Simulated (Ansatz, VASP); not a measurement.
# One calculation of Rh, two programs

```
CELL_PARAMETERS angstrom
0.00000 1.87220 1.87220
1.87220 0.00000 1.87220
1.87220 1.87220 0.00000
ATOMIC_POSITIONS crystal
Rh 0.00000 0.00000 0.00000
```

Alike in both runs: task single point; functional PBEsol-based screened hybrid with a share of 0.25 of exact exchange and HFSCREEN = 0.207; k mesh 6 × 6 × 6; occupations fermi-dirac, width 0.05 eV; no spin polarisation.

|  | VASP | Ansatz |
| --- | --- | --- |
| version | VASP 6.6.1 | Ansatz 0.2.0 |
| potentials or method | VASP PAW PBE potentials, release 64 (Rh_pv) | Ansatz PAW |
| plane-wave cutoff (eV) | 520 | 420 |
| valence electrons in the cell | 15 | 17 |

|  | VASP | Ansatz | Ansatz less VASP |
| --- | --- | --- | --- |
| gap on the k mesh at the Fermi level (eV) | none | none | - |
| pressure (GPa) | 3.2 | 2.5 | -0.67 |

VASP's potentials were made for PBE, not for PBEsol-based screened hybrid. A gap of «none» marks a metal or a gap that the smearing closes. VASP's potentials hold 15 valence electrons a cell and Ansatz's 17, so a difference there can come from the potentials and not from the codes.

The k mesh is coarse, so the values compare programs but aren't converged.
